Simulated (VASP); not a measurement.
Wanted: the native input for a VASP 6.6.1 run.

- Task: single point
- Functional: PBE
- Potentials or basis: VASP PAW PBE potentials, release 64 (Bi_d, Ru_pv)
- Cutoff: 520 eV
- k mesh: 6 × 6 × 4
- Occupations: gaussian, width 0.2 eV
- Spin: collinear spin, ferromagnetic start
- Starting moments: [0.0, 0.0, 0.57, 0.57] μB
- Dipole correction: no
- Further INCAR settings: ALGO = Normal; EDIFF = 1e-06; NBANDS = 41

The structure of BiRu lies in POSCAR:

```
BiRu
1.0
   -3.3946184302      0.0000000000      0.0000000000
    0.0000000000      0.0000000000     -3.3946184302
    0.0000000000     -6.7892368604      0.0000000000
Bi Ru
2 2
Direct
    0.0000000000      0.0000000000      0.5000000000
    0.0000000000      0.0000000000      0.0000000000
    0.5000000000      0.5000000000      0.7500000000
    0.5000000000      0.5000000000      0.2500000000
```

The input as run:

INCAR

```
  PREC = Accurate
  ENCUT = 520
  EDIFF = 1E-6
  ISMEAR = 0
  SIGMA = 0.2
  LREAL = False
  LASPH = True
  NELM = 150
  ALGO = Normal
  ISIF = 2
  LWAVE = False
  LCHARG = False
  ISPIN = 2
  MAGMOM = 0 0 0.57 0.57
  LORBIT = 11
  LMAXMIX = 4
  GGA = PE
  NBANDS = 41
```

KPOINTS

```
Automatic mesh
0
Gamma
  6 6 4
```

Potentials or basis: VASP PAW PBE potentials, release 64 (Bi_d, Ru_pv).

Run with:

```console
$ cat potpaw_PBE.64/Bi_d/POTCAR potpaw_PBE.64/Ru_pv/POTCAR > POTCAR
$ mpirun -np 1 vasp_std > vasp.out
```

Results of the run:

```yaml
Pressure: 0.3 GPa
Net_moment: 0.91 μB per cell
Site_moments: Bi +0.01; Ru +0.44 μB
Valence_electrons_inside_the_program's_atomic_spheres: Bi 12.87; Ru 12.54
```

Run time: 2 min on 1 thread of AMD EPYC 7R13 Processor (Zen 3), on a shared host, peak memory 0.27 GiB.
